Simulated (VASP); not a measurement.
# GaSbH in VASP: further runs

GaSbH is run at these levels: PBEsol; tasks: single point.

Everything below comes from runs of VASP 6.6.1. Logs are shortened: lines on timing, memory, paths and dates and some standing lists are left out, and cuts for length are marked.

**1. The cell of the first run**

The cell holds a wire or tube with vacuum around it, 12 atoms: a = 18.300 Å, b = 10.000 Å, c = 7.073 Å, α = 90.00°, β = 90.00°, γ = 90.00°.

**2. Single point, PBEsol**

Contents of INCAR:

```
PREC     = Accurate       # precision mode
ENCUT    = 520            # plane-wave cutoff, eV
EDIFF    = 1E-6           # SCF threshold, eV
ISMEAR   = 0              # smearing method
SIGMA    = 0.05           # smearing width, eV
LREAL    = False          # projectors in reciprocal space
LASPH    = True           # aspherical terms in the spheres
NELM     = 60             # most SCF steps
ALGO     = Normal         # electronic algorithm
ISIF     = 2              # what is computed and relaxed
LWAVE    = False          # write WAVECAR
LCHARG   = False          # write CHGCAR
GGA      = PS             # functional
NBANDS   = 50             # bands
```

Contents of KPOINTS:

```
Automatic mesh
0
Gamma
  1 1 5
```

Contents of POSCAR:

```
GaSbH
1.0
   18.3000000000      0.0000000000      0.0000000000
    0.0000000000     10.0000000000      0.0000000000
    0.0000000000      0.0000000000      7.0734871759
Ga Sb H
4 4 4
Direct
    0.6288440328      0.4649114402      0.3419430817
    0.4447034363      0.5974161891      0.3175759203
    0.5552965637      0.5974161891      0.8175759203
    0.3711559672      0.4649114402      0.8419430817
    0.5688862041      0.6667995481      0.1704781411
    0.6821038500      0.5477208595      0.6581033427
    0.3178961500      0.5477208595      0.1581033427
    0.4311137959      0.6667995481      0.6704781411
    0.6389823112      0.3240733323      0.2489006033
    0.3610176888      0.3240733323      0.7489006033
    0.6855845027      0.3954021657      0.7720457807
    0.3144154973      0.3954021657      0.2720457807
```

Potentials or basis: VASP PAW PBE potentials, release 64 (Ga_d, Sb, H).

Started as:

```bash
$ cat potpaw_PBE.64/Ga_d/POTCAR potpaw_PBE.64/Sb/POTCAR potpaw_PBE.64/H/POTCAR > POTCAR
$ mpirun -np 1 vasp_std > vasp.out
```

OUTCAR:

```text
PREC = Accurate
   ENCUT = 520
   EDIFF = 1E-6
   ISMEAR = 0
   LREAL = False
   LASPH = True
   NELM = 60
   ISIF = 2
   GGA = PS

 ion  position               nearest neighbor table
   1  0.629  0.465  0.342-   9 1.57   6 2.58   5 2.60
   2  0.445  0.597  0.318-   5 2.59   8 2.60   7 2.63
   3  0.555  0.597  0.818-   8 2.59   5 2.60   6 2.63
   4  0.371  0.465  0.842-  10 1.57   7 2.58   8 2.60
   5  0.569  0.667  0.170-   2 2.59   1 2.60   3 2.60
   6  0.682  0.548  0.658-  11 1.72   1 2.58   3 2.63
   7  0.318  0.548  0.158-  12 1.72   4 2.58   2 2.63
   8  0.431  0.667  0.670-   3 2.59   4 2.60   2 2.60
   9  0.639  0.324  0.249-   1 1.57
  10  0.361  0.324  0.749-   4 1.57
  11  0.686  0.395  0.772-   6 1.72
  12  0.314  0.395  0.272-   7 1.72

  LATTYP: Found a simple orthorhombic cell.
 ALAT       =     7.0734871759
 B/A-ratio  =     1.4137298551
 C/A-ratio  =     2.5871256348

  Lattice vectors:

 A1 = (   0.0000000000,   0.0000000000,  -7.0734871759)
 A2 = (   0.0000000000,  10.0000000000,   0.0000000000)
 A3 = (  18.3000000000,   0.0000000000,   0.0000000000)

Analysis of symmetry for initial positions (statically):
=====================================================================
 Subroutine PRICEL returns:
 Original cell was already a primitive cell.

 Routine SETGRP: Setting up the symmetry group for a
 simple orthorhombic supercell.

 Subroutine GETGRP returns: Found  2 space group operations
 (whereof  1 operations were pure point group operations)
 out of a pool of  8 trial point group operations.

The static configuration has the point symmetry C_1 .
 The point group associated with its full space group is C_1h.

Analysis of symmetry for dynamics (positions and initial velocities):
=====================================================================
 Subroutine PRICEL returns:
 Original cell was already a primitive cell.

 Routine SETGRP: Setting up the symmetry group for a
 simple orthorhombic supercell.

 Subroutine GETGRP returns: Found  2 space group operations
 (whereof  1 operations were pure point group operations)
 out of a pool of  8 trial point group operations.

The dynamic configuration has the point symmetry C_1 .
[... 103 lines left out ...]
   NFREE  =      0    steps in history (QN), initial steepest desc. (CG)
   ISIF   =      2    stress and relaxation
   ISYM   =      2    0-nonsym 1-usesym 2-fastsym
   POTIM  = 0.5000    time-step for ionic-motion
   TEBEG  =    0.0;   TEEND  =   0.0 temperature during run
   PSTRESS=    0.0 pullay stress
   NELECT =      76.0000    total number of electrons
   NUPDOWN=      -1.0000    fix difference up-down
   EMIN   =  10.00;   EMAX   =-10.00  energy-range for DOS
   EFERMI =   0.00;   METHOD = LEGACY
   ISMEAR =     0;   SIGMA  =   0.05  broadening in eV -4-tet -1-fermi 0-gaus
   EFERMI_NEDOS =   21; number of points for ismear=-14 and -15
   IALGO  =     38    algorithm
   IMIX   =      4    mixing-type and parameters
     AMIX     =   0.40;   BMIX     =  1.00
     AMIX_MAG =   1.60;   BMIX_MAG =  1.00
  volume/ion in A,a.u.               =     107.87       727.95
  Fermi-wavevector in a.u.,A,eV,Ry     =   0.636284  1.202403  5.508422  0.404858
  Thomas-Fermi vector in A             =   1.700903
   LORBIT       =      0    0 simple, 1 ext, 2 COOP (PROOUT), +10 PAW based schemes
   GGA     = PS    functional components
   LHFCALC =     F    Hartree Fock is set to
   AEXX    =    0.0000 exact exchange contribution
   IVDW    =     0    specifies the selected vdW correction
   LEPSILON=     F    determine dielectric tensor
   LRPA    =     F    only Hartree local field effects (RPA)
 non-spin polarized calculation
 Gauss-broadening in eV      SIGMA  =   0.05
  energy-cutoff  :      520.00
  volume of cell :     1294.45
 maximum number of plane-waves:     34890
 NGX is ok and might be reduce to   140
   NGX = 69   NGY = 37   NGZ = 27

 number of electron      76.0000004 magnetization

 Free energy of the ion-electron system (eV)
  ---------------------------------------------------
  ext. energy  EPLUGINS =         0.00000000
  ---------------------------------------------------
  free energy    TOTEN  =       -40.67262419 eV

  energy without entropy =      -40.67262419  energy(sigma->0) =      -40.67262419

 E-fermi :  -3.2906     XC(G=0):  -2.6795

 val. band max:       -3.5486695397   @ k =   0.0000   0.0000   0.0000
 cond. band min:      -1.8580645469   @ k =   0.0000   0.0000   0.0000
 fundamental gap:      1.6906049928
 Fermi energy:        -3.2905614594

 k-point     1 :       0.0000    0.0000    0.0000
  band No.  band energies     occupation
      1     -17.8818      2.00000
      2     -17.8742      2.00000
      3     -17.8480      2.00000
      4     -17.8411      2.00000
      5     -17.8002      2.00000
      6     -17.7986      2.00000
[... 148 lines left out ...]
     49       1.2931      0.00000
     50       1.2974      0.00000

------------------------ aborting loop because EDIFF is reached ----------------------------------------

  FORCE on cell =-STRESS in cart. coord.  units (eV):
  Direction    XX          YY          ZZ          XY          YZ          ZX
  --------------------------------------------------------------------------------------
  -------------------------------------------------------------------------------------
  Total        0.1765271      0.2322947      0.2714754      0.0000000     -0.2424870      0.0000000
  in kB        0.2184929      0.2875181      0.3360133      0.0000000     -0.3001335      0.0000000
  external PRESSURE =       0.2806748 kB  Pullay stress =       0.0000000 kB

 VOLUME and BASIS-vectors are now :
 -----------------------------------------------------------------------------
  energy-cutoff  :      520.00
  volume of cell :     1294.45
      direct lattice vectors                 reciprocal lattice vectors
    18.300000000  0.000000000  0.000000000     0.054644809  0.000000000  0.000000000
     0.000000000 10.000000000  0.000000000     0.000000000  0.100000000  0.000000000
     0.000000000  0.000000000  7.073487176     0.000000000  0.000000000  0.141372986

 POSITION                                       TOTAL-FORCE (eV/Angst)
 -----------------------------------------------------------------------------------
     11.50785      4.64911      2.41873         0.004509     -0.052544     -0.016427
      8.13807      5.97416      2.24637         0.007006     -0.012365     -0.000277
     10.16193      5.97416      5.78311        -0.007006     -0.012365     -0.000277
      6.79215      4.64911      5.95547        -0.004509     -0.052544     -0.016427
     10.41062      6.66800      1.20587         0.009449      0.035848     -0.004712
     12.48250      5.47721      4.65509         0.024078      0.115517     -0.052440
      5.81750      5.47721      1.11834        -0.024078      0.115517     -0.052440
      7.88938      6.66800      4.74262        -0.009449      0.035848     -0.004712
     11.69338      3.24073      1.76060        -0.000967      0.025688      0.012198
      6.60662      3.24073      5.29734         0.000967      0.025688      0.012198
     12.54620      3.95402      5.46106         0.005722     -0.112144      0.061658
      5.75380      3.95402      1.92431        -0.005722     -0.112144      0.061658
 -----------------------------------------------------------------------------------
    total drift:                                0.000000      0.001484      0.002314

  FREE ENERGIE OF THE ION-ELECTRON SYSTEM (eV)
  ---------------------------------------------------
  free  energy   TOTEN  =       -40.6726241939 eV

  energy  without entropy=      -40.6726241939  energy(sigma->0) =      -40.67262419
```

OSZICAR:

```text
N       E                     dE             d eps       ncg     rms          rms(c)
DAV:   1     0.416728301954E+03    0.41673E+03   -0.27905E+04   380   0.113E+03
DAV:   2     0.306716018054E+01   -0.41366E+03   -0.40198E+03   400   0.236E+02
DAV:   3    -0.406998270457E+02   -0.43767E+02   -0.43477E+02   368   0.808E+01
[... 15 lines left out ...]
DAV:  19    -0.406725917027E+02   -0.42300E-04   -0.16801E-06   242   0.718E-03    0.110E-03
DAV:  20    -0.406726148453E+02   -0.23143E-04   -0.10114E-06   248   0.943E-03    0.492E-04
DAV:  21    -0.406726209717E+02   -0.61264E-05   -0.32503E-07   240   0.654E-03    0.283E-04
DAV:  22    -0.406726237662E+02   -0.27945E-05   -0.30795E-07   218   0.598E-03    0.159E-04
DAV:  23    -0.406726241939E+02   -0.42766E-06   -0.11027E-07   222   0.161E-03
   1 F= -.40672624E+02 E0= -.40672624E+02  d E =-.150794E-13
```

It took 5.4 min on 1 thread of AMD EPYC 9R45 (Zen 5), shared host; peak memory 1.1 GiB.

Results:

```yaml
Free_energy: -40.6726 eV
Largest_force: 0.129 eV/Å
Band_gap_on_the_k_mesh: 1.69 eV
```

Forces in eV/Å, atoms in the order of the input:
```
Ga   0.005 -0.053 -0.016
Ga   0.007 -0.012  0.000
Ga  -0.007 -0.012  0.000
Ga  -0.005 -0.053 -0.016
Sb   0.009  0.036 -0.005
Sb   0.024  0.116 -0.052
Sb  -0.024  0.116 -0.052
Sb  -0.009  0.036 -0.005
H   -0.001  0.026  0.012
H    0.001  0.026  0.012
H    0.006 -0.112  0.062
H   -0.006 -0.112  0.062
```

Caveat: the PAW data sets were made with another functional, which shifts forces and pressure a little; spin-orbit coupling is left out, which moves the levels of the heavy elements.

**3. Single point, PBEsol**

This run uses another cell than the first one.

Contents of INCAR:

```
PREC = Accurate
ENCUT = 520
EDIFF = 1E-7
ISMEAR = 0
SIGMA = 0.05
LREAL = False
LASPH = True
NELM = 80
ALGO = Normal
ISIF = 2
LWAVE = False
LCHARG = False
GGA = PS
NBANDS = 50
```

Contents of KPOINTS:

```
regular mesh
0
Gamma
  1 1 5
```

Contents of POSCAR:

```
GaSbH
1.0
   18.3000000000      0.0000000000      0.0000000000
    0.0000000000     10.0000000000      0.0000000000
    0.0000000000      0.0000000000      7.4659244539
Ga Sb H
4 4 4
Direct
    0.6766579301      0.4661350181      0.3333333333
    0.4411140233      0.4661350181      0.3333333333
    0.5588859767      0.4661350181      0.8333333333
    0.3233420699      0.4661350181      0.8333333333
    0.5588859767      0.5338649819      0.1666666667
    0.6766579301      0.5338649819      0.6666666667
    0.3233420699      0.5338649819      0.1666666667
    0.4411140233      0.5338649819      0.6666666667
    0.7483486736      0.5073639468      0.2318791507
    0.2516513264      0.5073639468      0.7318791507
    0.7547414788      0.4889595882      0.7771677191
    0.2452585212      0.4889595882      0.2771677191
```

Potentials or basis: VASP PAW PBE potentials, release 64 (Ga_d, Sb, H).

Started as:

```bash
$ cat potpaw_PBE.64/Ga_d/POTCAR potpaw_PBE.64/Sb/POTCAR potpaw_PBE.64/H/POTCAR > POTCAR
$ mpirun -np 1 vasp_std > vasp.out
```

OUTCAR:

```text
PREC = Accurate
   ENCUT = 520
   EDIFF = 1E-7
   ISMEAR = 0
   LREAL = False
   LASPH = True
   NELM = 80
   ISIF = 2
   GGA = PS

 ion  position               nearest neighbor table
   1  0.677  0.466  0.333-   9 1.57   5 2.58   6 2.58
   2  0.441  0.466  0.333-   5 2.58   7 2.58   8 2.58
   3  0.559  0.466  0.833-   8 2.58   6 2.58   5 2.58
   4  0.323  0.466  0.833-  10 1.57   8 2.58   7 2.58
   5  0.559  0.534  0.167-   2 2.58   1 2.58   3 2.58
   6  0.677  0.534  0.667-  11 1.71   3 2.58   1 2.58
   7  0.323  0.534  0.167-  12 1.71   2 2.58   4 2.58
   8  0.441  0.534  0.667-   3 2.58   4 2.58   2 2.58
   9  0.748  0.507  0.232-   1 1.57
  10  0.252  0.507  0.732-   4 1.57
  11  0.755  0.489  0.777-   6 1.71
  12  0.245  0.489  0.277-   7 1.71

  LATTYP: Found a simple orthorhombic cell.
 ALAT       =     7.4659244539
 B/A-ratio  =     1.3394188572
 C/A-ratio  =     2.4511365087

[... 190 lines left out ...]
      1     -17.9666      2.00000
      2     -17.9496      2.00000
      3     -17.9386      2.00000
      4     -17.9334      2.00000
      5     -17.9274      2.00000
      6     -17.9176      2.00000
[... 148 lines left out ...]
     49       1.3811      0.00000
     50       1.4359      0.00000

------------------------ aborting loop because EDIFF is reached ----------------------------------------

  FORCE on cell =-STRESS in cart. coord.  units (eV):
  Direction    XX          YY          ZZ          XY          YZ          ZX
  --------------------------------------------------------------------------------------
  -------------------------------------------------------------------------------------
  Total       -1.4158585      0.0224263     -1.2523567      0.0000000     -0.2195966      0.0000000
  in kB       -1.6603351      0.0262987     -1.4686015      0.0000000     -0.2575144      0.0000000
  external PRESSURE =      -1.0342126 kB  Pullay stress =       0.0000000 kB

 VOLUME and BASIS-vectors are now :
 -----------------------------------------------------------------------------
  energy-cutoff  :      520.00
  volume of cell :     1366.26
      direct lattice vectors                 reciprocal lattice vectors
    18.300000000  0.000000000  0.000000000     0.054644809  0.000000000  0.000000000
     0.000000000 10.000000000  0.000000000     0.000000000  0.100000000  0.000000000
     0.000000000  0.000000000  7.465924454     0.000000000  0.000000000  0.133941886

 POSITION                                       TOTAL-FORCE (eV/Angst)
 -----------------------------------------------------------------------------------
     12.38284      4.66135      2.48864         0.044246      0.392433      0.158524
      8.07239      4.66135      2.48864        -0.097430     -0.061080      0.007892
     10.22761      4.66135      6.22160         0.097430     -0.061080      0.007892
      5.91716      4.66135      6.22160        -0.044246      0.392433      0.158524
     10.22761      5.33865      1.24432        -0.058693     -0.048163      0.184552
     12.38284      5.33865      4.97728        -0.341613      0.328353     -0.320702
      5.91716      5.33865      1.24432         0.341613      0.328353     -0.320702
      8.07239      5.33865      4.97728         0.058693     -0.048163      0.184552
     13.69478      5.07364      1.73119         0.031409     -0.298886     -0.054133
      4.60522      5.07364      5.46415        -0.031409     -0.298886     -0.054133
     13.81177      4.88960      5.80228         0.020701     -0.312657      0.023866
      4.48823      4.88960      2.06931        -0.020701     -0.312657      0.023866
 -----------------------------------------------------------------------------------
    total drift:                                0.000000      0.001384     -0.000845

  FREE ENERGIE OF THE ION-ELECTRON SYSTEM (eV)
  ---------------------------------------------------
  free  energy   TOTEN  =       -39.7628485720 eV

  energy  without entropy=      -39.7628485720  energy(sigma->0) =      -39.76284857
```

stdout:

```text
POSCAR found type information on POSCAR GaSbH
 POSCAR found :  3 types and      12 ions
 scaLAPACK will be used
 -----------------------------------------------------------------------------
|                                                                             |
|                                                                             |
|     You enforced a specific xc type in the INCAR file but a different       |
|     I HOPE YOU KNOW WHAT YOU ARE DOING!                                     |
|                                                                             |
 -----------------------------------------------------------------------------

 LDA part: xc-table for (Slater+PW92), standard interpolation
 POSCAR, INCAR and KPOINTS ok, starting setup
 FFT: planning ... GRIDC
 FFT: planning ... GRID_SOFT
 FFT: planning ... GRID
 WAVECAR not read
 entering main loop
```

It took 5.8 min on 1 thread of AMD EPYC 9R45 (Zen 5), shared host; peak memory 1.1 GiB.

Results:

- Free energy: -39.7628 eV
- Largest force: 0.572 eV/Å
- Band gap on the k mesh: 1.52 eV

Forces on the atoms (eV/Å):
```
Ga   0.044  0.392  0.159
Ga  -0.097 -0.061  0.008
Ga   0.097 -0.061  0.008
Ga  -0.044  0.392  0.159
Sb  -0.059 -0.048  0.185
Sb  -0.342  0.328 -0.321
Sb   0.342  0.328 -0.321
Sb   0.059 -0.048  0.185
H    0.031 -0.299 -0.054
H   -0.031 -0.299 -0.054
H    0.021 -0.313  0.024
H   -0.021 -0.313  0.024
```

Caveat: the PAW data sets were made with another functional, which shifts forces and pressure a little; spin-orbit coupling is left out, which moves the levels of the heavy elements.
